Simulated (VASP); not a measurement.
# Al2O3 (P-3m1) in VASP: further runs

Al2O3 is run at these levels: LDA; tasks: single point.

Program: VASP 6.6.1. These are calculated values, not measurements. Logs are shortened: lines on timing, memory, paths and dates and some standing lists are left out, and cuts for length are marked.

## 1. The cell of the first run

The structure is trigonal, space group P-3m1 (No. 164). Conventional cell: a = 2.963 Å, b = 2.963 Å, c = 7.354 Å, α = 90.00°, β = 90.00°, γ = 120.00°. Al (site symmetry 3m) has 4 O at 1.66 to 1.81 Å within 2.2 Å. O (site symmetry -3m) has 2 Al at 1.66 Å within 2.2 Å. O (site symmetry 3m) has 3 Al at 1.81 Å within 2.4 Å.

## 2. Single point, LDA

Contents of INCAR:

```
  PREC = Accurate
  ENCUT = 520
  EDIFF = 1E-6
  ISMEAR = -1
  SIGMA = 0.05
  LREAL = F
  LASPH = T
  NELM = 80
  ALGO = Normal
  ISIF = 2
  LWAVE = F
  LCHARG = F
  GGA = CA
  NBANDS = 20
```

Contents of KPOINTS:

```
Automatic mesh
0
Gamma
  10 10 4
```

Contents of POSCAR:

```
Al2O3
1.0
    2.9626063004      0.0000000000      0.0000000000
   -1.4813031502      2.5656923176      0.0000000000
    0.0000000000      0.0000000000      7.3536928674
Al O
2 3
Direct
    0.0000000000      0.0000000000      0.7255809268
    0.0000000000      0.0000000000      0.2744190732
    0.0000000000      0.0000000000      0.5000000000
    0.6666666667      0.3333333333      0.8047731871
    0.3333333333      0.6666666667      0.1952268129
```

Potentials or basis: VASP PAW LDA potentials, release 64 (Al, O).

Launch:

```sh
$ cat potpaw_LDA.64/Al/POTCAR potpaw_LDA.64/O/POTCAR > POTCAR
$ mpirun -np 1 vasp_std > vasp.out
```

OUTCAR:

```text
PREC = Accurate
   ENCUT = 520
   EDIFF = 1E-6
   ISMEAR = -1
   LREAL = F
   LASPH = T
   NELM = 80
   ISIF = 2
   GGA = CA

 ion  position               nearest neighbor table
   1  0.000  0.000  0.726-   3 1.66   4 1.81   4 1.81   4 1.81   2 3.32
   2  0.000  0.000  0.274-   3 1.66   5 1.81   5 1.81   5 1.81   1 3.32
   3  0.000  0.000  0.500-   1 1.66   2 1.66
   4  0.667  0.333  0.805-   1 1.81   1 1.81   1 1.81
   5  0.333  0.667  0.195-   2 1.81   2 1.81   2 1.81

  LATTYP: Found a hexagonal cell.
 ALAT       =     2.9626063004
 C/A-ratio  =     2.4821701305

  Lattice vectors:

 A1 = (   2.9626063004,   0.0000000000,   0.0000000000)
 A2 = (  -1.4813031502,   2.5656923176,   0.0000000000)
 A3 = (   0.0000000000,   0.0000000000,   7.3536928674)

Analysis of symmetry for initial positions (statically):
=====================================================================
 Subroutine PRICEL returns:
 Original cell was already a primitive cell.

 Routine SETGRP: Setting up the symmetry group for a
 hexagonal supercell.

 Subroutine GETGRP returns: Found 12 space group operations
 (whereof 12 operations were pure point group operations)
 out of a pool of 24 trial point group operations.

The static configuration has the point symmetry D_3d.

Analysis of symmetry for dynamics (positions and initial velocities):
=====================================================================
 Subroutine PRICEL returns:
 Original cell was already a primitive cell.

 Routine SETGRP: Setting up the symmetry group for a
 hexagonal supercell.

 Subroutine GETGRP returns: Found 12 space group operations
 (whereof 12 operations were pure point group operations)
 out of a pool of 24 trial point group operations.

The dynamic configuration has the point symmetry D_3d.

 Subroutine INISYM returns: Found 12 space group operations
 (whereof 12 operations are pure point group operations),
 and found     1 'primitive' translations

----------------------------------------------------------------------------------------

                                     Primitive cell

  volume of cell :      55.8964

  direct lattice vectors                    reciprocal lattice vectors
     2.962606300  0.000000000  0.000000000     0.337540631  0.194879174  0.000000000
    -1.481303150  2.565692318  0.000000000     0.000000000  0.389758348  0.000000000
     0.000000000  0.000000000  7.353692867     0.000000000  0.000000000  0.135986098

  length of vectors
     2.962606300  2.962606300  7.353692867     0.389758348  0.389758348  0.135986098

  position of ions in fractional coordinates (direct lattice)
     0.000000000  0.000000000  0.725580927
     0.000000000  0.000000000  0.274419073
     0.000000000  0.000000000  0.500000000
     0.666666667  0.333333333  0.804773187
     0.333333333  0.666666667  0.195226813

  ion indices of the primitive-cell ions
   primitive index   ion index
                 1           1
                 2           2
                 3           3
                 4           4
                 5           5

----------------------------------------------------------------------------------------

 KPOINTS: Automatic mesh

Automatic generation of k-mesh.
 Grid dimensions read from file:
 generate k-points for:   10   10    4

 Generating k-lattice:

  Cartesian coordinates                     Fractional coordinates (reciprocal lattice)
     0.033754063  0.019487917  0.000000000     0.100000000  0.000000000  0.000000000
     0.000000000  0.038975835  0.000000000     0.000000000  0.100000000  0.000000000
     0.000000000  0.000000000  0.033996525     0.000000000  0.000000000  0.250000000

  Length of vectors
     0.038975835  0.038975835  0.033996525

  Shift w.r.t. Gamma in fractional coordinates (k-lattice)
     0.000000000  0.000000000  0.000000000

 Subroutine IBZKPT returns following result:
 ===========================================

 Found     50 irreducible k-points:

 Following reciprocal coordinates:
            Coordinates               Weight
  0.000000  0.000000  0.000000      1.000000
  0.100000  0.000000  0.000000      6.000000
  0.200000  0.000000  0.000000      6.000000
  0.300000  0.000000  0.000000      6.000000
  0.400000  0.000000  0.000000      6.000000
  0.500000  0.000000  0.000000      3.000000
[... 16 lines left out ...]
  0.000000  0.400000  0.250000      6.000000
  0.500000  0.000000  0.250000      6.000000
 [... further k-points ...]
   k-points           NKPTS =     50   k-points in BZ     NKDIM =     50   number of bands    NBANDS=     20
   number of dos      NEDOS =    301   number of ions     NIONS =      5
   total plane-waves  NPLWV =  32256
   dimension x,y,z NGX =    24 NGY =   24 NGZ =   56
   dimension x,y,z NGXF=    48 NGYF=   48 NGZF=  112
   ions per type =               2   3
   NGX,Y,Z   is equivalent  to a cutoff of  13.47, 13.47, 12.66 a.u.
   NGXF,Y,Z  is equivalent  to a cutoff of  26.94, 26.94, 25.32 a.u.
 SYSTEM =  unknown system
   PREC   = accura    normal or accurate (medium, high low for compatibility)
   ISTART =      0    job   : 0-new  1-cont  2-samecut
   ICHARG =      2    charge: 1-file 2-atom 10-const
   ISPIN  =      1    spin polarized calculation?
   LNONCOLLINEAR =      F non collinear calculations
   LSORBIT =      F    spin-orbit coupling
   LASPH  =      T    aspherical Exc in radial PAW
   ENCUT  =  520.0 eV  38.22 Ry    6.18 a.u.   5.51  5.51 13.67*2*pi/ulx,y,z
   NELM   =     80;   NELMIN=  2; NELMDL= -5     # of ELM steps
   EDIFF  = 0.1E-05   stopping-criterion for ELM
   LREAL  =      F    real-space projection
   EDIFFG = 0.1E-04   stopping-criterion for IOM
   NSW    =      0    number of steps for IOM
   IBRION =     -1    ionic relax: 0-MD 1-quasi-New 2-CG
   NFREE  =      0    steps in history (QN), initial steepest desc. (CG)
   ISIF   =      2    stress and relaxation
   ISYM   =      2    0-nonsym 1-usesym 2-fastsym
   POTIM  = 0.5000    time-step for ionic-motion
   TEBEG  =    0.0;   TEEND  =   0.0 temperature during run
   PSTRESS=    0.0 pullay stress
   NELECT =      24.0000    total number of electrons
   NUPDOWN=      -1.0000    fix difference up-down
   EMIN   =  10.00;   EMAX   =-10.00  energy-range for DOS
   EFERMI =   0.00;   METHOD = LEGACY
   ISMEAR =    -1;   SIGMA  =   0.05  broadening in eV -4-tet -1-fermi 0-gaus
   EFERMI_NEDOS =   21; number of points for ismear=-14 and -15
   IALGO  =     38    algorithm
   IMIX   =      4    mixing-type and parameters
     AMIX     =   0.40;   BMIX     =  1.00
     AMIX_MAG =   1.60;   BMIX_MAG =  1.00
  volume/ion in A,a.u.               =      11.18        75.44
  Fermi-wavevector in a.u.,A,eV,Ry     =   1.235048  2.333903 20.753566  1.525344
  Thomas-Fermi vector in A             =   2.369714
   LORBIT       =      0    0 simple, 1 ext, 2 COOP (PROOUT), +10 PAW based schemes
   GGA     = CA    functional components
   LHFCALC =     F    Hartree Fock is set to
   AEXX    =    0.0000 exact exchange contribution
   IVDW    =     0    specifies the selected vdW correction
   LEPSILON=     F    determine dielectric tensor
   LRPA    =     F    only Hartree local field effects (RPA)
 non-spin polarized calculation
  energy-cutoff  :      520.00
  volume of cell :       55.90
 maximum number of plane-waves:      1539
 NGX is ok and might be reduce to    24
   NGX = 11   NGY = 11   NGZ = 27

 number of electron      24.0000002 magnetization

 Free energy of the ion-electron system (eV)
  ---------------------------------------------------
  ext. energy  EPLUGINS =         0.00000000
  ---------------------------------------------------
  free energy    TOTEN  =       -39.75040645 eV

  energy without entropy =      -39.75040645  energy(sigma->0) =      -39.75040645

 E-fermi :   5.2810     XC(G=0): -10.5603

 val. band max:        4.1380881418   @ k =   0.0000   0.0000   0.0000
 cond. band min:       6.6285662113   @ k =   0.0000   0.0000   0.0000
 fundamental gap:      2.4904780695
 Fermi energy:         5.2810324310

 k-point     1 :       0.0000    0.0000    0.0000
  band No.  band energies     occupation
      1     -15.5596      2.00000
      2     -15.3030      2.00000
      3     -12.5968      2.00000
      4      -1.9018      2.00000
      5      -0.7294      2.00000
      6       0.2503      2.00000
[... 12 lines left out ...]
     19      16.3761      0.00000
     20      16.6886      0.00000

 k-point     2 :       0.1000    0.0000    0.0000
  band No.  band energies     occupation
      1     -15.4713      2.00000
      2     -15.2258      2.00000
      3     -12.5483      2.00000
      4      -1.8659      2.00000
      5      -0.6970      2.00000
      6      -0.1286      2.00000
[... 12 lines left out ...]
     19      16.4050      0.00000
     20      16.6161      0.00000

 k-point     3 :       0.2000    0.0000    0.0000
  band No.  band energies     occupation
      1     -15.2277      2.00000
      2     -15.0159      2.00000
      3     -12.4196      2.00000
      4      -1.9674      2.00000
      5      -1.2137      2.00000
      6      -0.6330      2.00000
[... 12 lines left out ...]
     19      16.3099      0.00000
     20      17.1509      0.00000

 k-point     4 :       0.3000    0.0000    0.0000
  band No.  band energies     occupation
      1     -14.8970      2.00000
      2     -14.7407      2.00000
      3     -12.2594      2.00000
      4      -2.5808      2.00000
      5      -2.2069      2.00000
      6      -0.6167      2.00000
[... 12 lines left out ...]
     19      16.2087      0.00000
     20      17.5303      0.00000

 k-point     5 :       0.4000    0.0000    0.0000
  band No.  band energies     occupation
      1     -14.5936      2.00000
      2     -14.5084      2.00000
      3     -12.1314      2.00000
      4      -3.2111      2.00000
      5      -2.9541      2.00000
      6      -0.4815      2.00000
[... 12 lines left out ...]
     19      15.3645      0.00000
     20      17.4840      0.00000

 k-point     6 :       0.5000    0.0000    0.0000
  band No.  band energies     occupation
      1     -14.4559      2.00000
      2     -14.4280      2.00000
      3     -12.0836      2.00000
      4      -3.4552      2.00000
      5      -3.2306      2.00000
      6      -0.4723      2.00000
[... 12 lines left out ...]
     19      15.1186      0.00000
     20      17.4359      0.00000

 k-point     7 :       0.1000    0.1000    0.0000
  band No.  band energies     occupation
      1     -15.3051      2.00000
      2     -15.0820      2.00000
      3     -12.4595      2.00000
      4      -1.8870      2.00000
      5      -0.9331      2.00000
      6      -0.5022      2.00000
[... 12 lines left out ...]
     19      16.2628      0.00000
     20      17.0751      0.00000
[... 277 lines left out ...]
 k-point    20 :       0.3000    0.0000    0.2500
  band No.  band energies     occupation
      1     -14.8802      2.00000
      2     -14.7591      2.00000
      3     -12.2577      2.00000
      4      -2.5539      2.00000
      5      -2.1807      2.00000
      6      -0.8147      2.00000
[... 12 lines left out ...]
     19      16.1264      0.00000
     20      17.5056      0.00000

 k-point    21 :       0.0000    0.3000    0.2500
  band No.  band energies     occupation
      1     -14.8710      2.00000
      2     -14.7693      2.00000
      3     -12.2559      2.00000
      4      -2.6270      2.00000
      5      -2.1247      2.00000
      6      -0.9039      2.00000
[... 12 lines left out ...]
     19      16.5261      0.00000
     20      17.4439      0.00000

 k-point    22 :       0.4000    0.0000    0.2500
  band No.  band energies     occupation
      1     -14.5920      2.00000
      2     -14.5097      2.00000
      3     -12.1322      2.00000
      4      -3.2452      2.00000
      5      -2.8914      2.00000
      6      -0.4236      2.00000
[... 12 lines left out ...]
     19      15.5830      0.00000
     20      17.5740      0.00000

 k-point    23 :       0.0000    0.4000    0.2500
  band No.  band energies     occupation
      1     -14.5737      2.00000
      2     -14.5290      2.00000
      3     -12.1302      2.00000
      4      -3.2926      2.00000
      5      -2.8554      2.00000
      6      -0.5911      2.00000
[... 12 lines left out ...]
     19      15.5627      0.00000
     20      17.5294      0.00000

 k-point    24 :       0.5000    0.0000    0.2500
  band No.  band energies     occupation
      1     -14.4607      2.00000
      2     -14.4228      2.00000
      3     -12.0842      2.00000
      4      -3.5314      2.00000
      5      -3.1378      2.00000
      6      -0.4453      2.00000
[... 12 lines left out ...]
     19      15.3641      0.00000
     20      17.6083      0.00000

 [... further k-points ...]

------------------------ aborting loop because EDIFF is reached ----------------------------------------

  FORCE on cell =-STRESS in cart. coord.  units (eV):
  Direction    XX          YY          ZZ          XY          YZ          ZX
  --------------------------------------------------------------------------------------
  -------------------------------------------------------------------------------------
  Total        0.2490282      0.2490282      0.5569197      0.0000000      0.0000000      0.0000000
  in kB        7.1379759      7.1379759     15.9631701      0.0000000      0.0000000      0.0000000
  external PRESSURE =      10.0797073 kB  Pullay stress =       0.0000000 kB

 VOLUME and BASIS-vectors are now :
 -----------------------------------------------------------------------------
  energy-cutoff  :      520.00
  volume of cell :       55.90
      direct lattice vectors                 reciprocal lattice vectors
     2.962606300  0.000000000  0.000000000     0.337540631  0.194879174  0.000000000
    -1.481303150  2.565692318  0.000000000     0.000000000  0.389758348  0.000000000
     0.000000000  0.000000000  7.353692867     0.000000000  0.000000000  0.135986098

 POSITION                                       TOTAL-FORCE (eV/Angst)
 -----------------------------------------------------------------------------------
      0.00000      0.00000      5.33570         0.000000     -0.000000      0.136960
      0.00000      0.00000      2.01799        -0.000000      0.000000     -0.136960
      0.00000      0.00000      3.67685        -0.000000      0.000000      0.000000
      1.48130      0.85523      5.91805        -0.000000      0.000000      0.038884
     -0.00000      1.71046      1.43564         0.000000      0.000000     -0.038884
 -----------------------------------------------------------------------------------
    total drift:                               -0.000000      0.000000      0.000000

  FREE ENERGIE OF THE ION-ELECTRON SYSTEM (eV)
  ---------------------------------------------------
  free  energy   TOTEN  =       -39.7504064484 eV

  energy  without entropy=      -39.7504064484  energy(sigma->0) =      -39.75040645
```

Run time: 34 s. Hardware: 1 thread of AMD EPYC 9R45 (Zen 5), shared host; peak memory 0.14 GiB.

What came out:

```
Free energy            : -39.7504 eV
Pressure               : 1.0 GPa
Largest force          : 0.137 eV/Å
Band gap on the k mesh : 2.49 eV
```

Forces on the atoms (eV/Å):
```
Al   0.000  0.000  0.137
Al   0.000  0.000 -0.137
O    0.000  0.000  0.000
O    0.000  0.000  0.039
O    0.000  0.000 -0.039
```

A k mesh can miss the band edges.

## 3. Single point, LDA

This run uses another cell than the first one, of 11.95 Å³/atom.

Contents of INCAR:

```
PREC = Accurate
ENCUT = 520
EDIFF = 1E-6
ISMEAR = -1
SIGMA = 0.05
LREAL = F
LASPH = T
NELM = 100
ALGO = Normal
ISIF = 2
LWAVE = F
LCHARG = T
LELF = T
LVHAR = T
NBANDS = 20
```

Contents of KPOINTS:

```
regular mesh
0
Gamma
  10 10 4
```

Contents of POSCAR:

```
Al2O3
1.0
    3.0174825440      0.0000000000      0.0000000000
   -1.5087412720      2.6132165386      0.0000000000
    0.0000000000      0.0000000000      7.5746360022
Al O
2 3
Direct
    0.0000000000      0.0000000000      0.7220490000
    0.0000000000      0.0000000000      0.2779510000
    0.0000000000      0.0000000000      0.5000000000
    0.6666666667      0.3333333333      0.8005460000
    0.3333333333      0.6666666667      0.1994540000
```

Potentials or basis: VASP PAW LDA potentials, release 64 (Al, O).

Launch:

```sh
$ cat potpaw_LDA.64/Al/POTCAR potpaw_LDA.64/O/POTCAR > POTCAR
$ mpirun -np 1 vasp_std > vasp.out
```

Run time: 37 s. Hardware: 1 thread of AMD EPYC 9R45 (Zen 5), shared host; peak memory 0.14 GiB.

It converged, with:

| Property | Result |
| --- | --- |
| Free energy | -39.6852 eV |
| Pressure | -7.6 GPa |
| Largest force | 0.430 eV/Å |
| Band gap on the k mesh | 2.19 eV |

Forces in eV/Å, atoms in the order of the input:
```
Al   0.000  0.000 -0.113
Al   0.000  0.000  0.113
O    0.000  0.000  0.000
O    0.000  0.000 -0.430
O    0.000  0.000  0.430
```

Stress tensor (GPa, compression positive):
```
-7.80  0.00  0.00
 0.00 -7.80  0.00
 0.00  0.00 -7.09
```

Levels at points of the mesh, in eV from the valence-band top:
| k point | band 8 | band 9 | band 10 | band 11 | band 12 | band 13 | band 14 | band 15 | band 16 | band 17 |
| --- | --- | --- | --- | --- | --- | --- | --- | --- | --- | --- |
| (0.00, 0.00, 0.00) | -3.70 | -3.70 | -2.33 | 0.00 | 0.00 | 2.19 | 4.18 | 7.17 | 10.31 | 10.32 |
| (0.50, 0.00, 0.00) | -4.29 | -3.57 | -3.08 | -1.77 | -0.49 | 4.41 | 6.03 | 7.96 | 8.71 | 9.43 |
| (0.00, 0.00, 0.50) | -3.69 | -3.63 | -3.14 | 0.00 | 0.00 | 3.13 | 3.24 | 7.93 | 8.53 | 11.68 |
| (0.50, 0.00, 0.50) | -4.34 | -3.46 | -3.32 | -1.70 | -0.49 | 4.87 | 5.41 | 7.91 | 8.41 | 10.14 |

Caveat: the cell stands under tension.
